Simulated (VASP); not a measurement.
# CuAu3 (Pm-3m) in VASP: notebook, part 3 of 4

VASP 6.6.1. Earlier steps stand in the parts before.

### Step 5. Electric field gradients, LDA (15.92 Å³/atom)

This run uses another cell than the first one, of 15.92 Å³/atom.

Contents of INCAR:

```
PREC = Accurate
ENCUT = 520
EDIFF = 1E-8
ISMEAR = -1
SIGMA = 0.05
LREAL = False
LASPH = True
NELM = 80
ALGO = Normal
ISIF = 2
LWAVE = False
LCHARG = False
GGA = CA
LEFG = True
NBANDS = 30
```

Contents of KPOINTS:

```
Automatic mesh
0
Gamma
  9 9 9
```

Contents of POSCAR:

```
CuAu3
1.0
    3.9932226885      0.0000000000      0.0000000000
    0.0000000000      3.9932226885      0.0000000000
    0.0000000000      0.0000000000      3.9932226885
Cu Au
1 3
Direct
    0.0000000000      0.0000000000      0.0000000000
    0.0000000000      0.5000000000      0.5000000000
    0.5000000000      0.0000000000      0.5000000000
    0.5000000000      0.5000000000      0.0000000000
```

Potentials or basis: VASP PAW LDA potentials, release 64 (Cu, Au).

On the command line:

```sh
cat potpaw_LDA.64/Cu/POTCAR potpaw_LDA.64/Au/POTCAR > POTCAR
mpirun -np 1 vasp_std > vasp.out
```

OUTCAR:

```text
PREC = Accurate
   ENCUT = 520
   EDIFF = 1E-8
   ISMEAR = -1
   LREAL = False
   LASPH = True
   NELM = 80
   ISIF = 2
   GGA = CA

 ion  position               nearest neighbor table
   1  0.000  0.000  0.000-   2 2.82   3 2.82   4 2.82   2 2.82   3 2.82   2 2.82   4 2.82   2 2.82
                             3 2.82   4 2.82   3 2.82   4 2.82
   2  0.000  0.500  0.500-   1 2.82   3 2.82   4 2.82   1 2.82   4 2.82   1 2.82   3 2.82   1 2.82
                             3 2.82   4 2.82   4 2.82   3 2.82
   3  0.500  0.000  0.500-   1 2.82   2 2.82   4 2.82   1 2.82   4 2.82   2 2.82   4 2.82   4 2.82
                             1 2.82   2 2.82   1 2.82   2 2.82
   4  0.500  0.500  0.000-   1 2.82   2 2.82   3 2.82   2 2.82   3 2.82   1 2.82   3 2.82   3 2.82
                             1 2.82   2 2.82   2 2.82   1 2.82

  LATTYP: Found a simple cubic cell.
 ALAT       =     3.9932226885

  Lattice vectors:

 A1 = (   3.9932226885,   0.0000000000,   0.0000000000)
 A2 = (   0.0000000000,   3.9932226885,   0.0000000000)
 A3 = (   0.0000000000,   0.0000000000,   3.9932226885)

Analysis of symmetry for initial positions (statically):
=====================================================================
 Subroutine PRICEL returns:
 Original cell was already a primitive cell.

 Routine SETGRP: Setting up the symmetry group for a
 simple cubic supercell.

 Subroutine GETGRP returns: Found 48 space group operations
 (whereof 48 operations were pure point group operations)
 out of a pool of 48 trial point group operations.

The static configuration has the point symmetry O_h .

Analysis of symmetry for dynamics (positions and initial velocities):
=====================================================================
 Subroutine PRICEL returns:
 Original cell was already a primitive cell.

 Routine SETGRP: Setting up the symmetry group for a
 simple cubic supercell.

 Subroutine GETGRP returns: Found 48 space group operations
 (whereof 48 operations were pure point group operations)
 out of a pool of 48 trial point group operations.

The dynamic configuration has the point symmetry O_h .

 Subroutine INISYM returns: Found 48 space group operations
 (whereof 48 operations are pure point group operations),
 and found     1 'primitive' translations

----------------------------------------------------------------------------------------

                                     Primitive cell

  volume of cell :      63.6752

  direct lattice vectors                    reciprocal lattice vectors
     3.993222688  0.000000000  0.000000000     0.250424301  0.000000000  0.000000000
     0.000000000  3.993222688  0.000000000     0.000000000  0.250424301  0.000000000
     0.000000000  0.000000000  3.993222688     0.000000000  0.000000000  0.250424301

  length of vectors
     3.993222688  3.993222688  3.993222688     0.250424301  0.250424301  0.250424301

  position of ions in fractional coordinates (direct lattice)
     0.000000000  0.000000000  0.000000000
     0.000000000  0.500000000  0.500000000
     0.500000000  0.000000000  0.500000000
[... 95 lines left out ...]
   ISMEAR =    -1;   SIGMA  =   0.05  broadening in eV -4-tet -1-fermi 0-gaus
   EFERMI_NEDOS =   21; number of points for ismear=-14 and -15
   IALGO  =     38    algorithm
   IMIX   =      4    mixing-type and parameters
     AMIX     =   0.40;   BMIX     =  1.00
     AMIX_MAG =   1.60;   BMIX_MAG =  1.00
  volume/ion in A,a.u.               =      15.92       107.43
  Fermi-wavevector in a.u.,A,eV,Ry     =   1.447334  2.735065 28.501166  2.094777
  Thomas-Fermi vector in A             =   2.565301
   LORBIT       =      0    0 simple, 1 ext, 2 COOP (PROOUT), +10 PAW based schemes
   GGA     = CA    functional components
   LHFCALC =     F    Hartree Fock is set to
   AEXX    =    0.0000 exact exchange contribution
   IVDW    =     0    specifies the selected vdW correction
   LEPSILON=     F    determine dielectric tensor
   LRPA    =     F    only Hartree local field effects (RPA)
 non-spin polarized calculation
  energy-cutoff  :      520.00
  volume of cell :       63.68
 maximum number of plane-waves:      1747
 NGX is ok and might be reduce to    30
   NGX = 15   NGY = 15   NGZ = 15

 number of electron      44.0000036 magnetization

 Free energy of the ion-electron system (eV)
  ---------------------------------------------------
  ext. energy  EPLUGINS =         0.00000000
  ---------------------------------------------------
  free energy    TOTEN  =       -18.09213144 eV

  energy without entropy =      -18.08397146  energy(sigma->0) =      -18.08805145

 E-fermi :   8.8558     XC(G=0): -12.9299

 val. band max:        8.8017386933   @ k =   0.4444   0.4444   0.0000
 cond. band min:       8.9024050031   @ k =   0.3333   0.3333   0.2222
 fundamental gap:      0.1006663098
 Fermi energy:         8.8557629693

 k-point     1 :       0.0000    0.0000    0.0000
  band No.  band energies     occupation
      1      -1.0150      2.00000
      2       1.4354      2.00000
      3       2.2394      2.00000
      4       2.2394      2.00000
      5       2.2394      2.00000
      6       2.3614      2.00000
[... 781 lines left out ...]
     29      18.7135      0.00000
     30      19.6270      0.00000

 [... further k-points ...]

------------------------ aborting loop because EDIFF is reached ----------------------------------------

  FORCE on cell =-STRESS in cart. coord.  units (eV):
  Direction    XX          YY          ZZ          XY          YZ          ZX
  --------------------------------------------------------------------------------------
  -------------------------------------------------------------------------------------
  Total       -2.6539618     -2.6539618     -2.6539618      0.0000000      0.0000000      0.0000000
  in kB      -66.7781927    -66.7781927    -66.7781927      0.0000000      0.0000000      0.0000000
  external PRESSURE =     -66.7781927 kB  Pullay stress =       0.0000000 kB

 VOLUME and BASIS-vectors are now :
 -----------------------------------------------------------------------------
  energy-cutoff  :      520.00
  volume of cell :       63.68
      direct lattice vectors                 reciprocal lattice vectors
     3.993222688  0.000000000  0.000000000     0.250424301  0.000000000  0.000000000
     0.000000000  3.993222688  0.000000000     0.000000000  0.250424301  0.000000000
     0.000000000  0.000000000  3.993222688     0.000000000  0.000000000  0.250424301

 POSITION                                       TOTAL-FORCE (eV/Angst)
 -----------------------------------------------------------------------------------
      0.00000      0.00000      0.00000         0.000000      0.000000      0.000000
      0.00000      1.99661      1.99661         0.000000      0.000000      0.000000
      1.99661      0.00000      1.99661         0.000000      0.000000      0.000000
      1.99661      1.99661      0.00000         0.000000      0.000000      0.000000
 -----------------------------------------------------------------------------------
    total drift:                                0.000000      0.000000     -0.000000

  FREE ENERGIE OF THE ION-ELECTRON SYSTEM (eV)
  ---------------------------------------------------
  free  energy   TOTEN  =       -18.0921314445 eV

  energy  without entropy=      -18.0839714633  energy(sigma->0) =      -18.08805145

 Electric field gradients (V/A^2)
---------------------------------------------------------------------
 ion       V_xx      V_yy      V_zz      V_xy      V_xz      V_yz
---------------------------------------------------------------------
   1      -0.000    -0.000    -0.000    -0.000     0.000     0.000
   2     -73.727    36.863    36.863    -0.000     0.000     0.000
   3      36.863   -73.727    36.863     0.000    -0.000     0.000
   4      36.863    36.863   -73.727     0.000    -0.000    -0.000
---------------------------------------------------------------------

 Electric field gradients after diagonalization (V/A^2)
 (convention: |V_zz| > |V_xx| > |V_yy|)
----------------------------------------------------------------------
 ion       V_xx      V_yy      V_zz     asymmetry (V_yy - V_xx)/ V_zz
----------------------------------------------------------------------
   1      -0.000    -0.000    -0.000      -0.318
   2      36.863    36.863   -73.727       0.000
   3      36.863    36.863   -73.727       0.000
   4      36.863    36.863   -73.727       0.000
----------------------------------------------------------------------

           NMR quadrupolar parameters

 Cq : quadrupolar parameter    Cq=e*Q*V_zz/h
 eta: asymmetry parameters     (V_yy - V_xx)/ V_zz
 Q  : nuclear electric quadrupole moment in mb (millibarn)
----------------------------------------------------------------------
 ion       Cq(MHz)       eta       Q (mb)
----------------------------------------------------------------------
   1      -0.000      -0.318       1.000
   2      -0.178       0.000       1.000
   3      -0.178       0.000       1.000
   4      -0.178       0.000       1.000
----------------------------------------------------------------------
```

OSZICAR:

```text
N       E                     dE             d eps       ncg     rms          rms(c)
DAV:   1     0.361077374984E+03    0.36108E+03   -0.21463E+04  2130   0.182E+03
DAV:   2     0.319028176590E+01   -0.35789E+03   -0.33223E+03  2266   0.395E+02
DAV:   3    -0.193424190959E+02   -0.22533E+02   -0.21432E+02  2360   0.102E+02
DAV:   4    -0.197877266563E+02   -0.44531E+00   -0.44439E+00  2384   0.130E+01
DAV:   5    -0.198015419912E+02   -0.13815E-01   -0.13815E-01  2924   0.253E+00    0.180E+01
DAV:   6    -0.185472760773E+02    0.12543E+01   -0.93803E+00  2886   0.599E+01    0.942E+00
DAV:   7    -0.184147043861E+02    0.13257E+00   -0.41629E+00  2508   0.905E+01    0.104E+01
DAV:   8    -0.181029351160E+02    0.31177E+00   -0.33760E+00  2910   0.262E+01    0.401E+00
DAV:   9    -0.181020322845E+02    0.90283E-03   -0.17263E-01  2814   0.108E+01    0.791E-01
DAV:  10    -0.180922537042E+02    0.97786E-02   -0.68452E-02  2484   0.655E+00    0.128E-01
DAV:  11    -0.180921511792E+02    0.10253E-03   -0.23741E-03  3254   0.861E-01    0.516E-02
DAV:  12    -0.180921327666E+02    0.18413E-04   -0.19662E-04  3180   0.357E-01    0.157E-02
DAV:  13    -0.180921314570E+02    0.13095E-05   -0.22170E-05  3244   0.959E-02    0.327E-03
DAV:  14    -0.180921314487E+02    0.83101E-08   -0.30655E-07  3216   0.585E-03    0.795E-04
DAV:  15    -0.180921314445E+02    0.41882E-08   -0.61554E-09  1498   0.113E-03
   1 F= -.18092131E+02 E0= -.18088051E+02  d E =-.815998E-02
```

Run time: 33 s. Hardware: 1 thread of AMD EPYC 9R45 (Zen 5), shared host; peak memory 0.16 GiB.

Results:

| Property | Result |
| --- | --- |
| Free energy | -18.0921 eV |
| Pressure | -6.7 GPa |
| Band gap on the k mesh | zero (bands 22 and 23 overlap by 1.56 eV) |
| Largest electric field gradient by atom | Cu -0.0; Au -73.7 V/Å² |

Electric field gradients, principal values (V/Å²):
```tsv
atom	least	middle	greatest (by size)
1 Cu	0.000	0.000	0.000
2 Au	36.863	36.863	-73.727
3 Au	36.863	36.863	-73.727
4 Au	36.863	36.863	-73.727
```

Caveat: the cell stands under tension; without QUAD_EFG the Cq values of the log hold for a quadrupole moment of 1 mb, not for the nuclei; spin-orbit coupling is left out, which moves the levels of the heavy elements.

(Continued in part 4 of 4.)
